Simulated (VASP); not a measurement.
## TiPb: vibrations by perturbation theory with PBEsol

Crystal: TiPb.

```
Ti Pb
1.0
     3.44740    0.00000    0.00000
     0.00000    3.44740    0.00000
     0.00000    0.00000    3.44740
Ti Pb
1 1
Direct
  0.00000 0.00000 0.00000
  0.50000 0.50000 0.50000
```

- Program: VASP 6.6.1
- Task: vibrations by perturbation theory
- Functional: PBEsol
- Potentials or basis: VASP PAW PBE potentials, release 64 (Ti_sv, Pb_d)
- Cutoff: 520 eV
- k mesh: 12 × 12 × 12
- Occupations: fermi-dirac, width 0.15 eV
- Spin: no spin polarisation
- Dipole correction: no
- Further INCAR settings: ALGO = Normal; EDIFF = 1e-08; IBRION = 8; NSW = 1

```json
{
  "Highest phonon frequency at Γ": "180 cm⁻¹"
}
```

Phonon frequencies in cm⁻¹ (negative: imaginary):
```tsv
q point	frequencies
(0.000, 0.000, 0.000)	-1 -1 -1 180 180 180
```

It took 4 min on 1 thread of Intel(R) Xeon(R) 6975P-C (Granite Rapids) (shared host), peak memory 0.46 GiB.
